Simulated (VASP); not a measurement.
As:

```
As
1.0
     2.73926    0.00000    0.00000
     0.00000    2.73926    0.00000
     0.00000    0.00000    2.73926
As
1
Direct
  0.50000 0.50000 0.50000
```

Base run:

```yaml
Program: VASP 6.6.1
Functional: PBE
Potentials_or_basis: VASP PAW PBE potentials, release 64 (As)
Cutoff: 500 eV
k_mesh: 10 × 10 × 10
Occupations: fermi-dirac, width 0.05 eV
Spin: no spin polarisation
```

Its results: pressure -0.9 GPa.

Task: After a change of settings the same cell gave: pressure -5.9 GPa. Which change was it?
A. functional from PBE to r2SCAN; cutoff from 500 eV to 520 eV
B. functional from PBE to PBEsol; cutoff from 500 eV to 520 eV; further incar settings from ALGO = Normal; EDIFF = 1e-06; NBANDS = 8 to ALGO = Normal; EDIFF = 1e-07; NBANDS = 8
C. functional from PBE to r2SCAN; cutoff from 500 eV to 520 eV; further incar settings from ALGO = Normal; EDIFF = 1e-06; NBANDS = 8 to ALGO = Normal; EDIFF = 1e-07; NBANDS = 8
D. functional from PBE to LDA; potentials or basis from VASP PAW PBE potentials, release 64 (As) to VASP PAW LDA potentials, release 64 (As); cutoff from 500 eV to 520 eV

Result: D.
